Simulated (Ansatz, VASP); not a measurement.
# One calculation of C, two programs

```
C
1.0
     0.00000    3.56674    3.56674
     3.56674    0.00000    3.56674
     3.56674    3.56674    0.00000
C
16
Cartesian
  0.0000 0.0000 0.0000
  1.7834 1.7834 0.0000
  1.7834 0.0000 1.7834
  3.5667 1.7834 1.7834
  0.0000 1.7834 1.7834
  1.7834 3.5667 1.7834
  1.7834 1.7834 3.5667
  3.5667 3.5667 3.5667
  0.8917 0.8917 0.8917
  2.6751 2.6751 0.8917
  2.6751 0.8917 2.6751
  4.4584 2.6751 2.6751
  0.8917 2.6751 2.6751
  2.6751 4.4584 2.6751
  2.6751 2.6751 4.4584
  4.4584 4.4584 4.4584
```

Alike in both runs: task electric field gradients; functional PBE; k mesh 6 × 6 × 6; no spin polarisation.

|  | VASP | Ansatz |
| --- | --- | --- |
| version | VASP 6.6.1 | Ansatz 0.2.0 |
| potentials or method | VASP PAW PBE potentials, release 64 (C) | plane-wave PAW, scalar-relativistic |
| plane-wave cutoff (eV) | 520 | 420 |
| occupations | gaussian, width 0.01 eV | fixed |
| valence electrons in the cell | 64 | 64 |

Ansatz gave:

- gap on the k mesh at the Fermi level (eV): 4.16

Task: Estimate VASP's values.

Result: gap on the k mesh at the Fermi level (eV): 4.15.
